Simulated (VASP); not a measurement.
# Mg33O31 (a cell with a defect) in VASP: relaxation of the atoms with PBEsol

Aim: the relaxation of the atoms of Mg33O31 (a cell with a defect) with PBEsol.

Program: VASP 6.6.1. These are calculated values, not measurements. Logs are shortened: lines on timing, memory, paths and dates and some standing lists are left out, and cuts for length are marked.

**1. The cell of the first run**

The cell holds a defect, 64 atoms: a = 8.429 Å, b = 8.429 Å, c = 8.429 Å, α = 90.00°, β = 90.00°, γ = 90.00°.

**2. Relaxation of the atoms, PBEsol**

INCAR reads:

```
PREC = Accurate
ENCUT = 520
EDIFF = 1E-7
ISMEAR = -1
SIGMA = 0.05
LREAL = Auto
LASPH = True
NELM = 120
ALGO = Normal
ISIF = 2
LWAVE = False
LCHARG = False
GGA = PS
IBRION = 2
NSW = 100
EDIFFG = -0.03
NELECT = 254.0
ISYM = -1
GGA_COMPAT = False
NELMIN = 4
```

KPOINTS reads:

```
explicit points
1
Reciprocal
  0.25000000   0.25000000   0.25000000 1
```

POSCAR reads:

```
Mg33O31
1.0
    8.4288080000      0.0000000000      0.0000000000
    0.0000000000      8.4288080000      0.0000000000
    0.0000000000      0.0000000000      8.4288080000
O Mg
31 33
Direct
    0.2513260000      0.9985280000      0.0018070000
    0.2498030000      0.0015780000      0.5033620000
    0.2496180000      0.4959230000      0.0045480000
    0.7473150000      0.0012060000      0.9979440000
    0.7508170000      0.9983440000      0.5056140000
    0.7500420000      0.5019610000      0.9993250000
    0.7494650000      0.4975590000      0.5019200000
    0.9970650000      0.2514320000      0.0001610000
    0.9974150000      0.2550910000      0.5014330000
    0.0015560000      0.7523260000      0.9979870000
    0.0002350000      0.7524980000      0.5003490000
    0.5008970000      0.2502130000      0.0033670000
    0.5000210000      0.2515110000      0.4982510000
    0.5004160000      0.7545590000      0.9998420000
    0.4989150000      0.7455010000      0.5028010000
    0.9981530000      0.9997760000      0.2521250000
    0.0010600000      0.0027570000      0.7492220000
    0.0028510000      0.4992600000      0.2520800000
    0.9987380000      0.5032820000      0.7519680000
    0.4998650000      0.0033470000      0.2464170000
    0.4941930000      0.0017540000      0.7481440000
    0.5019380000      0.5008900000      0.2512110000
    0.5015570000      0.4970720000      0.7520050000
    0.2503470000      0.2484350000      0.2488550000
    0.2494690000      0.2477010000      0.7508380000
    0.2485410000      0.7531650000      0.2486940000
    0.2507190000      0.7480260000      0.7432170000
    0.7505670000      0.2477850000      0.2524710000
    0.7498980000      0.2488960000      0.7503700000
    0.7490630000      0.7495440000      0.2476650000
    0.7525430000      0.7493790000      0.7508510000
    0.2505460000      0.5001100000      0.4984980000
    0.0025830000      0.0042810000      0.0010020000
    0.9990510000      0.0025690000      0.4973030000
    0.0003030000      0.4953150000      0.9979820000
    0.9952410000      0.4966910000      0.4999970000
    0.5013650000      0.9997290000      0.0049140000
    0.5008240000      0.0031890000      0.5017490000
    0.4991370000      0.5007630000      0.9944580000
    0.4977600000      0.4966450000      0.5004410000
    0.2507460000      0.2517900000      0.0014220000
    0.2519380000      0.2469990000      0.5005460000
    0.2519490000      0.7518420000      0.9990550000
    0.2478800000      0.7521200000      0.4975480000
    0.7504720000      0.2473050000      0.9992170000
    0.7511210000      0.2520250000      0.4990270000
    0.7517920000      0.7514150000      0.0003750000
    0.7505390000      0.7502460000      0.5010850000
    0.2519610000      0.0012560000      0.2530610000
    0.2526030000      0.9979560000      0.7454940000
    0.2480730000      0.5002670000      0.2528100000
    0.2503140000      0.5029860000      0.7497510000
    0.7479470000      0.0034300000      0.2482260000
    0.7514280000      0.9984060000      0.7452340000
    0.7531370000      0.4971800000      0.2520570000
    0.7468800000      0.5000920000      0.7485960000
    0.0005920000      0.2482090000      0.2493380000
    0.0003870000      0.2516400000      0.7499190000
    0.9991620000      0.7498500000      0.2513360000
    0.0006110000      0.7472260000      0.7510550000
    0.5016070000      0.2493910000      0.2504220000
    0.4971880000      0.2543240000      0.7554370000
    0.5034090000      0.7521450000      0.2524460000
    0.4963440000      0.7501940000      0.7525480000
```

Potentials or basis: VASP PAW PBE potentials, release 64 (O, Mg).

The run is started by

```sh
$ cat potpaw_PBE.64/O/POTCAR potpaw_PBE.64/Mg/POTCAR > POTCAR
$ mpirun -np 1 vasp_std > vasp.out
```

OUTCAR:

```text
PREC = Accurate
   ENCUT = 520
   EDIFF = 1E-7
   ISMEAR = -1
   LREAL = Auto
   LASPH = True
   NELM = 120
   ISIF = 2
   GGA = PS
   IBRION = 2
   NSW = 100
   EDIFFG = -0.03
   NELECT = 254.0
   ISYM = -1
   NELMIN = 4

 ion  position               nearest neighbor table
   1  0.251  0.999  0.002-  43 2.08  33 2.10  37 2.11  49 2.12  41 2.13  50 2.16
   2  0.250  0.002  0.503-  50 2.04  42 2.07  44 2.10  49 2.11  34 2.11  38 2.12
   3  0.250  0.496  0.005-  41 2.06  51 2.09  35 2.10  39 2.11  52 2.15  43 2.16
   4  0.747  0.001  0.998-  37 2.07  45 2.07  47 2.11  53 2.11  54 2.13  33 2.15
   5  0.751  0.998  0.506-  54 2.02  48 2.09  34 2.09  38 2.11  46 2.14  53 2.17
   6  0.750  0.502  0.999-  47 2.10  35 2.11  56 2.11  39 2.12  55 2.13  45 2.15
[... 23 lines left out ...]
  30  0.749  0.750  0.248-  63 2.07  47 2.08  59 2.11  55 2.13  48 2.14  53 2.14
  31  0.753  0.749  0.751-  60 2.09  54 2.10  56 2.10  47 2.10  48 2.11  64 2.16
  32  0.251  0.500  0.498-  51 2.07  40 2.08  52 2.12  44 2.12  42 2.13  36 2.15  59 3.64  62 3.65
                            60 3.65  61 3.65  64 3.65  58 3.65  63 3.65  57 3.65
  33  0.003  0.004  0.001-   8 2.08   1 2.10  16 2.12  17 2.12  10 2.12   4 2.15  57 2.93  45 2.95
                            41 2.95  58 2.97  49 2.99  43 2.99  53 2.99  47 3.00  59 3.01  50 3.01
  34  0.999  0.003  0.497-  16 2.07   5 2.09  11 2.11   2 2.11  17 2.12   9 2.13  57 2.94  54 2.95
                            49 2.96  46 2.96  42 2.96  59 2.97  44 2.98  53 2.98  48 2.99  58 2.99
  35  0.000  0.495  0.998-   8 2.06  19 2.07   3 2.10   6 2.11  18 2.14  10 2.17  58 2.93  41 2.94
                            45 2.97  52 2.97  57 2.97  60 2.97  55 2.99  51 3.00  56 3.00  47 3.01
  36  0.995  0.497  0.500-   9 2.04   7 2.07  18 2.09  19 2.12  32 2.15  11 2.16  46 2.91  55 2.92
                            58 2.95  56 2.96  48 2.97  57 2.98  51 2.98  60 2.99  59 2.99  52 3.01
  37  0.501  1.000  0.005-  20 2.04  14 2.07   4 2.07   1 2.11  12 2.11  21 2.17  53 2.92  63 2.95
                            61 2.95  45 2.96  43 2.96  49 2.97  47 2.97  64 2.99  41 3.00  62 3.00
  38  0.501  0.003  0.502-  21 2.08  13 2.09   5 2.11   2 2.12  20 2.15  15 2.17  50 2.93  42 2.94
                            54 2.95  61 2.97  49 2.97  46 2.97  63 2.98  53 2.98  48 3.00  64 3.00
  39  0.499  0.501  0.994-  23 2.04   3 2.11  12 2.11   6 2.12  14 2.14  22 2.16  62 2.89  64 2.93
                            52 2.94  56 2.94  41 2.96  43 2.97  47 3.00  45 3.01  61 3.02  63 3.04
  40  0.498  0.497  0.500-  13 2.07  32 2.08  15 2.10  22 2.10  23 2.12   7 2.12  42 2.95  52 2.96
                            56 2.96  61 2.96  51 2.96  62 2.97  46 2.97  63 3.00  55 3.00  44 3.01
  41  0.251  0.252  0.001-   3 2.06  24 2.09  12 2.11  25 2.11   1 2.13   8 2.14  62 2.93  35 2.94
[... 33 lines left out ...]
  58  0.000  0.252  0.750-   9 2.09  17 2.10  25 2.10   8 2.11  29 2.11  19 2.12  35 2.93  36 2.95
                            33 2.97  45 2.98  46 2.98  42 2.99  52 2.99  34 2.99  41 2.99  56 2.99
  59  0.999  0.750  0.251-  11 2.10  26 2.10  16 2.11  30 2.11  18 2.11  10 2.14  44 2.95  47 2.97
                            48 2.97  51 2.97  34 2.97  55 2.97  36 2.99  49 3.01  33 3.01  53 3.01
  60  0.001  0.747  0.751-  19 2.06  10 2.08  31 2.09  27 2.11  11 2.11  17 2.15  52 2.94  47 2.97
                            35 2.97  43 2.98  48 2.98  54 2.98  44 2.99  56 2.99  36 2.99  50 3.00
  61  0.502  0.249  0.250-  20 2.07  12 2.08  13 2.09  28 2.10  24 2.12  22 2.12  53 2.93  37 2.95
                            40 2.96  38 2.97  49 2.97  46 2.97  55 2.98  42 2.98  41 2.98  45 2.98
  62  0.497  0.254  0.755-  23 2.05  25 2.09  12 2.09  21 2.13  29 2.13  13 2.17  39 2.89  41 2.93
                            56 2.95  52 2.95  45 2.96  40 2.97  42 2.98  50 2.99  37 3.00  38 3.01
  63  0.503  0.752  0.252-  30 2.07  15 2.11  22 2.12  20 2.12  14 2.13  26 2.15  37 2.95  48 2.95
                            53 2.96  38 2.98  47 2.98  49 2.98  44 2.98  40 3.00  55 3.01  43 3.01
  64  0.496  0.750  0.753-  27 2.07  14 2.09  15 2.11  21 2.12  23 2.13  31 2.16  43 2.93  39 2.93
                            50 2.93  52 2.94  56 2.98  37 2.99  47 3.00  54 3.00  44 3.00  38 3.00

IMPORTANT INFORMATION: All symmetrisations will be switched off!
NOSYMM: (Re-)initialisation of all symmetry stuff for point group C_1.

----------------------------------------------------------------------------------------

                                     Primitive cell

  volume of cell :     598.8230

  direct lattice vectors                    reciprocal lattice vectors
     8.428808000  0.000000000  0.000000000     0.118640738  0.000000000  0.000000000
     0.000000000  8.428808000  0.000000000     0.000000000  0.118640738  0.000000000
     0.000000000  0.000000000  8.428808000     0.000000000  0.000000000  0.118640738

  length of vectors
     8.428808000  8.428808000  8.428808000     0.118640738  0.118640738  0.118640738

  position of ions in fractional coordinates (direct lattice)
     0.251326000  0.998528000  0.001807000
     0.249803000  0.001578000  0.503362000
     0.249618000  0.495923000  0.004548000
     0.747315000  0.001206000  0.997944000
     0.750817000  0.998344000  0.505614000
     0.750042000  0.501961000  0.999325000
[... 56 lines left out ...]
     0.503409000  0.752145000  0.252446000
[... 99 lines left out ...]
   LREAL  =      T    real-space projection
   EDIFFG = -.3E-01   stopping-criterion for IOM
   NSW    =    100    number of steps for IOM
   IBRION =      2    ionic relax: 0-MD 1-quasi-New 2-CG
   NFREE  =      1    steps in history (QN), initial steepest desc. (CG)
   ISIF   =      2    stress and relaxation
   ISYM   =     -1    0-nonsym 1-usesym 2-fastsym
   POTIM  = 0.5000    time-step for ionic-motion
   TEBEG  =    0.0;   TEEND  =   0.0 temperature during run
   PSTRESS=    0.0 pullay stress
   NELECT =     254.0000    total number of electrons
   NUPDOWN=      -1.0000    fix difference up-down
   EMIN   =  10.00;   EMAX   =-10.00  energy-range for DOS
   EFERMI =   0.00;   METHOD = LEGACY
   ISMEAR =    -1;   SIGMA  =   0.05  broadening in eV -4-tet -1-fermi 0-gaus
   EFERMI_NEDOS =   21; number of points for ismear=-14 and -15
   IALGO  =     38    algorithm
   IMIX   =      4    mixing-type and parameters
     AMIX     =   0.40;   BMIX     =  1.00
     AMIX_MAG =   1.60;   BMIX_MAG =  1.00
  volume/ion in A,a.u.               =       9.36        63.14
  Fermi-wavevector in a.u.,A,eV,Ry     =   1.230042  2.324442 20.585657  1.513003
  Thomas-Fermi vector in A             =   2.364906
   LORBIT       =      0    0 simple, 1 ext, 2 COOP (PROOUT), +10 PAW based schemes
   GGA     = PS    functional components
   LHFCALC =     F    Hartree Fock is set to
   AEXX    =    0.0000 exact exchange contribution
   IVDW    =     0    specifies the selected vdW correction
   LEPSILON=     F    determine dielectric tensor
   LRPA    =     F    only Hartree local field effects (RPA)
 conjugate gradient relaxation of ions
 non-spin polarized calculation
  energy-cutoff  :      520.00
  volume of cell :      598.82
 maximum number of plane-waves:     16125
 NGX is ok and might be reduce to    64
   NGX = 31   NGY = 31   NGZ = 31

--------------------------------------- Ionic step        1  -------------------------------------------

 number of electron     253.9999985 magnetization

 Free energy of the ion-electron system (eV)
  ---------------------------------------------------
  ext. energy  EPLUGINS =         0.00000000
  ---------------------------------------------------
  free energy    TOTEN  =      -358.92367097 eV

  energy without entropy =     -358.78229727  energy(sigma->0) =     -358.85298412

------------------------ aborting loop because EDIFF is reached ----------------------------------------

  FORCE on cell =-STRESS in cart. coord.  units (eV):
  Direction    XX          YY          ZZ          XY          YZ          ZX
  --------------------------------------------------------------------------------------
  -------------------------------------------------------------------------------------
  Total       57.7877040     58.0682351     59.2166401     -0.9162380     -0.7394486      0.2265147
  in kB      154.6135451    155.3641186    158.4367266     -2.4514351     -1.9784271      0.6060500
  external PRESSURE =     156.1381301 kB  Pullay stress =       0.0000000 kB
[... 275 lines left out ...]
  FREE ENERGIE OF THE ION-ELECTRON SYSTEM (eV)
  ---------------------------------------------------
  free  energy   TOTEN  =      -362.2863437093 eV

  energy  without entropy=     -362.1462755634  energy(sigma->0) =     -362.21630964

[... ionic steps 4 to 17 ...]

--------------------------------------- Ionic step       18  -------------------------------------------

 number of electron     253.9999954 magnetization

------------------------ aborting loop because EDIFF is reached ----------------------------------------
[... 191 lines left out ...]
--------------------------------------- Ionic step       20  -------------------------------------------

 number of electron     253.9999953 magnetization

 Free energy of the ion-electron system (eV)
  ---------------------------------------------------
  ext. energy  EPLUGINS =         0.00000000
  ---------------------------------------------------
  free energy    TOTEN  =      -363.12074975 eV

  energy without entropy =     -362.98419662  energy(sigma->0) =     -363.05247319

 E-fermi :   8.2824     XC(G=0): -11.3815

 val. band max:        8.2634485925   @ k =   0.2500   0.2500   0.2500
 cond. band min:       8.3009987857   @ k =   0.2500   0.2500   0.2500
 fundamental gap:      0.0375501932
 Fermi energy:         8.2824217117

 k-point     1 :       0.2500    0.2500    0.2500
  band No.  band energies     occupation
      1     -14.0575      2.00000
      2     -13.7714      2.00000
      3     -13.7657      2.00000
      4     -13.6091      2.00000
      5     -13.4450      2.00000
      6     -13.4435      2.00000
[... 131 lines left out ...]
    138      11.5582      0.00000
    139      11.8143      0.00000
 [bands above 139 left out]

------------------------ aborting loop because EDIFF is reached ----------------------------------------

  FORCE on cell =-STRESS in cart. coord.  units (eV):
  Direction    XX          YY          ZZ          XY          YZ          ZX
  --------------------------------------------------------------------------------------
  -------------------------------------------------------------------------------------
  Total       57.4161541     57.7645838     57.5147595      0.9789247      0.1990799      2.0996932
  in kB      153.6194471    154.5516861    153.8832702      2.6191561      0.5326470      5.6178216
  external PRESSURE =     154.0181345 kB  Pullay stress =       0.0000000 kB
[... 79 lines left out ...]
  FREE ENERGIE OF THE ION-ELECTRON SYSTEM (eV)
  ---------------------------------------------------
  free  energy   TOTEN  =      -363.1207497543 eV

  energy  without entropy=     -362.9841966165  energy(sigma->0) =     -363.05247319

 reached required accuracy - stopping structural energy minimisation
```

Run time: 54 min. Hardware: 1 thread of Intel Xeon Platinum 8175M at 2.50GHz (Skylake/Cascade Lake), shared host; peak memory 0.68 GiB.

What came out:

```yaml
Free_energy: -363.1207 eV
Energy_gained_by_relaxing: 65.6 meV/atom
Ionic_steps: 20
Largest_force_after_relaxing: 0.028 eV/Å
```

Forces in eV/Å, atoms in the order of the input:
```
O    0.000  0.002  0.001
O    0.000  0.006 -0.001
O    0.001  0.004 -0.006
O    0.001  0.003 -0.001
O    0.000  0.001 -0.006
O   -0.001 -0.002  0.000
O    0.005 -0.002 -0.001
O   -0.003 -0.005 -0.003
O   -0.004  0.000  0.002
O   -0.001  0.001 -0.003
O   -0.011  0.006  0.002
O    0.001  0.000 -0.001
O    0.009 -0.009 -0.002
O    0.003  0.000  0.003
O    0.001 -0.001 -0.009
O   -0.002 -0.005 -0.008
O   -0.003 -0.002  0.003
O   -0.008  0.002 -0.009
O    0.007 -0.001 -0.006
O    0.000 -0.002  0.001
O    0.011  0.003  0.012
O   -0.004 -0.004  0.006
O    0.008  0.002  0.012
O    0.005  0.007  0.006
O   -0.003 -0.013  0.017
O    0.004  0.013 -0.020
O   -0.006 -0.009 -0.001
O   -0.006 -0.001 -0.005
O    0.000 -0.001  0.004
O    0.000  0.004  0.002
O    0.002  0.005  0.003
Mg   0.003  0.005 -0.003
Mg   0.011 -0.003 -0.005
Mg   0.000  0.000 -0.001
Mg  -0.004 -0.001 -0.004
Mg   0.001  0.003 -0.013
Mg  -0.011  0.003 -0.005
Mg  -0.003  0.000  0.002
Mg   0.005  0.001  0.009
Mg  -0.015 -0.004  0.011
Mg  -0.002 -0.007  0.006
Mg   0.004  0.000  0.010
Mg   0.003  0.005  0.000
Mg  -0.004 -0.010 -0.016
Mg   0.000  0.014  0.001
Mg   0.001 -0.001 -0.001
Mg   0.003 -0.013 -0.002
Mg  -0.002  0.001  0.003
Mg  -0.002  0.003 -0.004
Mg   0.001 -0.004  0.003
Mg  -0.010  0.016  0.020
Mg   0.011 -0.012 -0.006
Mg   0.002 -0.003  0.015
Mg   0.000  0.002 -0.007
Mg  -0.006 -0.001 -0.001
Mg   0.004  0.003  0.002
Mg   0.000  0.003 -0.001
Mg  -0.006 -0.012 -0.004
Mg  -0.003 -0.004 -0.008
Mg   0.006  0.012  0.003
Mg  -0.003 -0.005 -0.006
Mg   0.007  0.001  0.007
Mg   0.004  0.006  0.007
Mg   0.001 -0.001 -0.004
```

The path:
```
step  energy change (eV)  largest force (eV/Å)  pressure (GPa)
   1              0.0000                4.8495           15.61
   2             -3.3567                0.9842           15.54
   3             -3.3627                1.1178           15.61
   4             -3.9829                0.7495           15.49
   5             -4.0207                1.0550           15.55
   6             -4.1228                0.6992           15.45
   7             -4.1317                0.3299           15.45
   8             -4.1649                0.1507           15.42
   9             -4.1652                0.1570           15.42
  10             -4.1796                0.0997           15.42
  11             -4.1857                0.0954           15.43
  12             -4.1905                0.0854           15.42
  13             -4.1906                0.1155           15.42
  14             -4.1934                0.0671           15.41
  15             -4.1934                0.0758           15.41
  16             -4.1951                0.0442           15.40
  17             -4.1951                0.0456           15.40
  18             -4.1961                0.0320           15.40
  19             -4.1964                0.0345           15.39
  20             -4.1971                0.0275           15.40
```

Final structure:
```
CELL_PARAMETERS angstrom
8.42881 0.00000 0.00000
0.00000 8.42881 0.00000
0.00000 0.00000 8.42881
ATOMIC_POSITIONS crystal
O 0.25001 0.00024 0.00026
O 0.25003 0.00058 0.50028
O 0.25000 0.50021 0.00060
O 0.75001 0.00017 0.00019
O 0.75000 0.00023 0.50026
O 0.74999 0.50022 0.00023
O 0.74945 0.50032 0.50030
O 0.99830 0.24872 0.99935
O 0.98506 0.23580 0.50087
O 0.99847 0.75165 0.99994
O 0.98883 0.76109 0.50064
O 0.50163 0.24878 0.00069
O 0.51109 0.23948 0.49977
O 0.50173 0.75179 0.00120
O 0.51469 0.76498 0.49960
O 0.99826 0.99958 0.24863
O 0.99853 0.00017 0.75172
O 0.98392 0.50069 0.23459
O 0.99066 0.50039 0.75942
O 0.50162 0.00047 0.24871
O 0.50169 0.00102 0.75181
O 0.50917 0.50006 0.24113
O 0.51577 0.49967 0.76621
O 0.25084 0.23645 0.23630
O 0.24990 0.23833 0.76253
O 0.25031 0.76238 0.23816
O 0.24935 0.76413 0.76423
O 0.74888 0.24867 0.24859
O 0.75023 0.24877 0.75175
O 0.74971 0.75167 0.24864
O 0.75107 0.75172 0.75189
Mg 0.24896 0.50084 0.50087
Mg 0.99896 0.00001 0.99998
Mg 0.99290 0.99916 0.50037
Mg 0.99304 0.50034 0.99842
Mg 0.97567 0.49627 0.49414
Mg 0.50107 0.00042 0.00053
Mg 0.50727 0.00152 0.50016
Mg 0.50707 0.50015 0.00225
Mg 0.52306 0.50377 0.50580
Mg 0.25009 0.24308 0.99966
Mg 0.24665 0.22687 0.49781
Mg 0.24987 0.75739 0.00095
Mg 0.25428 0.77447 0.50245
Mg 0.74983 0.24912 0.00000
Mg 0.74873 0.24311 0.50033
Mg 0.75028 0.75129 0.00042
Mg 0.75105 0.75733 0.50015
Mg 0.25008 0.99967 0.24310
Mg 0.24991 0.00099 0.75743
Mg 0.24456 0.49771 0.22686
Mg 0.25638 0.50227 0.77438
Mg 0.74975 0.00005 0.24911
Mg 0.75039 0.00037 0.75125
Mg 0.74794 0.50035 0.24318
Mg 0.75180 0.50013 0.75721
Mg 0.00138 0.25184 0.25178
Mg 0.00198 0.25175 0.74796
Mg 0.00183 0.74796 0.25196
Mg 0.00233 0.74864 0.74840
Mg 0.49792 0.25151 0.25187
Mg 0.49831 0.25242 0.74874
Mg 0.49815 0.74900 0.25239
Mg 0.49861 0.74864 0.74880
```

Caveat: the cell carries a net charge on a neutralising background, which shifts energy and pressure; the cell is charged against a uniform background, so pressure and absolute levels hang on convention; the PAW data sets were made with another functional, which shifts forces and pressure a little.
